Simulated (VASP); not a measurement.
Runs of VASP 6.6.1 on Re. The structure is that of space group Fm-3m (No. 225), or close to it. The cells are those of the table. 

```tsv
cell	gap on the mesh (eV)	pressure (GPa)
a = 2.816 Å, angles 60.0°, 1 atom	none	-17.4
a = 2.746 Å, angles 60.0°, 1 atom	none	9.0
a = 2.793 Å, angles 60.0°, 1 atom	none	(b)
a = 2.861 Å, angles 60.0°, 1 atom	none	-29.6
a = 2.721 Å, angles 60.0°, 1 atom	none	20.7
a = 2.839 Å, angles 60.0°, 1 atom	none	-24.0
a = 2.883 Å, angles 60.0°, 1 atom	none	(a)
a = 2.697 Å, angles 60.0°, 1 atom	none	34.2
```

Alike in all rows: task single point; level PBE; potentials or basis VASP PAW PBE potentials, release 64 (Re); no spin polarisation; k mesh 10 × 10 × 10; cutoff (eV) 520; smearing fermi-dirac 0.1 eV.

**Question.** Fill in the values left out.

**Answer.** (a) -34.4; (b) -9.9.

Caveats: spin-orbit coupling is left out, which moves the levels of the heavy elements.

A k mesh can miss the band edges, and the runs leave out spin-orbit coupling on Re.

A gap of «none» marks levels without a gap at the run's occupations.
